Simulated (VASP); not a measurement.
Wanted: the native input for a VASP 6.6.1 run.

```
Task                   : single point
Functional             : PBEsol
Potentials or basis    : VASP PAW PBE potentials, release 64 (Na_pv)
Cutoff                 : 520 eV
k mesh                 : 8 × 8 × 3
Occupations            : fermi-dirac, width 0.05 eV
Spin                   : no spin polarisation
Dipole correction      : no
Further INCAR settings : ALGO = Fast; EDIFF = 1e-07; NBANDS = 22
```

The structure of Na lies in POSCAR:

```
Na
1.0
    3.7729580783      0.0000000000      0.0000000000
   -1.8864790391      3.2674775432      0.0000000000
    0.0000000000      0.0000000000     12.7832138010
Na
4
Direct
    0.6666666667      0.3333333333      0.7500000000
    0.0000000000      0.0000000000      0.5000000000
    0.3333333333      0.6666666667      0.2500000000
    0.0000000000      0.0000000000      0.0000000000
```

This isn't the form of Na at room conditions, which is bcc.

These files were run (other wordings do the same):

INCAR

```
SYSTEM = Na
PREC = Accurate ; ENCUT = 520
EDIFF = 1E-7 ; ISMEAR = -1
SIGMA = 0.05 ; LREAL = .False.
LASPH = .True. ; NELM = 100
ALGO = Fast ; ISIF = 2
LWAVE = .False. ; LCHARG = .False.
GGA = PS ; NBANDS = 22
```

KPOINTS

```
Automatic mesh
0
Gamma
  8 8 3
  0 0 0
```

Potentials or basis: VASP PAW PBE potentials, release 64 (Na_pv).

The run is started by

```bash
$ cat potpaw_PBE.64/Na_pv/POTCAR > POTCAR
$ mpirun -np 1 vasp_std > vasp.out
```

Results of the run:

```json
{"Pressure": "-0.5 GPa", "Band gap on the k mesh": "zero (bands 14 and 15 overlap by 3.31 eV)"}
```

Caveat: the PAW data sets were made with another functional, which shifts forces and pressure a little.

Run time: 55 s on 1 thread of Intel(R) Xeon(R) Platinum 8488C (Sapphire Rapids), with other jobs on the host, peak memory 0.25 GiB.
